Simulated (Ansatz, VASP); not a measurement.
## W2C3: VASP beside Ansatz

```
W C
1.0
     2.95798    0.00000    0.00000
    -1.47899    2.56169    0.00000
     0.00000    0.00000   12.82272
W C
4 6
Direct
  0.66667 0.33333 0.63810
  0.66667 0.33333 0.86190
  0.33333 0.66667 0.36190
  0.33333 0.66667 0.13810
  0.66667 0.33333 0.46160
  0.33333 0.66667 0.53840
  0.33333 0.66667 0.75000
  0.33333 0.66667 0.96160
  0.66667 0.33333 0.03840
  0.66667 0.33333 0.25000
```

Alike in both runs: functional PBE; k mesh 6 × 6 × 2; occupations gaussian, width 0.2 eV; no spin polarisation.

Ansatz relaxed the structure, and its values are those at the end. VASP's run is a single point on that final structure, the one shown.

```csv
,VASP,Ansatz
version,VASP 6.6.1,Ansatz 0.2.0
potentials or method,"VASP PAW PBE potentials, release 64 (W_sv, C), cutoff 520 eV","scalar-relativistic, plane waves, PAW"
valence electrons in the cell,80,80
```

```csv
,VASP,Ansatz,Ansatz less VASP
gap on the k mesh at the Fermi level (eV),none,none,-
pressure (GPa),1.1,0.1,-1.04
rms of the force components (eV/Å),0.020,0.011,-0.0086
```

A gap of «none» marks a metal or a gap that the smearing closes. With one functional, cell and mesh, what is left measures potentials, basis and numerics.

The k mesh is coarse, so the values compare programs but aren't converged. Neither program's run includes spin-orbit coupling.
